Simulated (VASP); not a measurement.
A run of VASP 6.6.1:

The input INCAR:

```
SYSTEM = Na2S
PREC = Accurate
ENCUT = 500
EDIFF = 1E-8
ISMEAR = 0
SIGMA = 0.01
LREAL = .FALSE.
LASPH = .TRUE.
NELM = 120
ALGO = Normal
ISIF = 2
LWAVE = .FALSE.
LCHARG = .TRUE.
GGA = PS
NBANDS = 17
IBRION = 8
NSW = 1
GGA_COMPAT = .FALSE.
```

File KPOINTS:

```
Automatic mesh
0
G
  6 6 6
  0 0 0
```

POSCAR

```
Na2S
1.0
    3.2506226757      3.2506226757      0.0000000000
   -3.2506226757      3.2506226757      0.0000000000
    0.0000000000      3.2506226757      3.2506226757
Na S
2 1
Direct
    0.2500000000      0.7500000000      0.5000000000
    0.7500000000      0.2500000000      0.5000000000
    0.0000000000      0.0000000000      0.0000000000
```

Potentials or basis: VASP PAW PBE potentials, release 64 (Na_pv, S).

Run with:

```console
$ cat potpaw_PBE.64/Na_pv/POTCAR potpaw_PBE.64/S/POTCAR > POTCAR
$ mpirun -np 1 vasp_std > vasp.out
```

Hardware: 1 thread of Intel(R) Xeon(R) Platinum 8559C (Emerald Rapids), on a shared host.

Question: How long does it take, and how much memory?

Answer: It took 120 s on 1 thread of Intel(R) Xeon(R) Platinum 8559C (Emerald Rapids) (shared host), peak memory 0.29 GiB. Counts: scf iterations 52, k points 16.
